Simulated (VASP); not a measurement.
Hf2SnS2, 5 atoms in the cell. Symmetry: I4/mmm, No. 139, tetragonal system. The conventional cell has a = 4.671 Å, b = 4.671 Å, c = 9.699 Å, α = 90.00°, β = 90.00°, γ = 90.00°. Hf (site symmetry -4m2) has 4 S at 2.53 Å within 3.3 Å. Within 4.4 Å of Sn (site symmetry 4/mmm) lie 8 Hf at 3.37 Å and 10 S at 3.39 to 3.61 Å. S (site symmetry 4mm) has 4 Hf at 2.53 Å and 1 S at 2.93 Å within 3.3 Å. 

```yaml
Program: VASP 6.6.1
Task: single point
Functional: PBE
Potentials_or_basis: VASP PAW PBE potentials, release 64 (Hf_pv, Sn_d, S)
Cutoff: 520 eV
k_mesh: 12 × 12 × 12
Occupations: gaussian, width 0.1 eV
Spin: no spin polarisation
Dipole_correction: no
Further_INCAR_settings: ALGO = Normal; EDIFF = 1e-06; NBANDS = 31
```

Potentials or basis: VASP PAW PBE potentials, release 64 (Hf_pv, Sn_d, S).

The run is started by

```sh
$ cat potpaw_PBE.64/Hf_pv/POTCAR potpaw_PBE.64/Sn_d/POTCAR potpaw_PBE.64/S/POTCAR > POTCAR
$ mpirun -np 1 vasp_std > vasp.out
```

Hardware: 1 thread of Intel(R) Xeon(R) Platinum 8375C CPU @ 2.90GHz (Ice Lake), with other jobs on the host.

Task: How long does it take, and how much memory?

Result: Wall time 7.9 min on 1 thread of Intel(R) Xeon(R) Platinum 8375C CPU @ 2.90GHz (Ice Lake), with other jobs on the host, peak memory 0.69 GiB. Counts: scf iterations 13, k points 163.
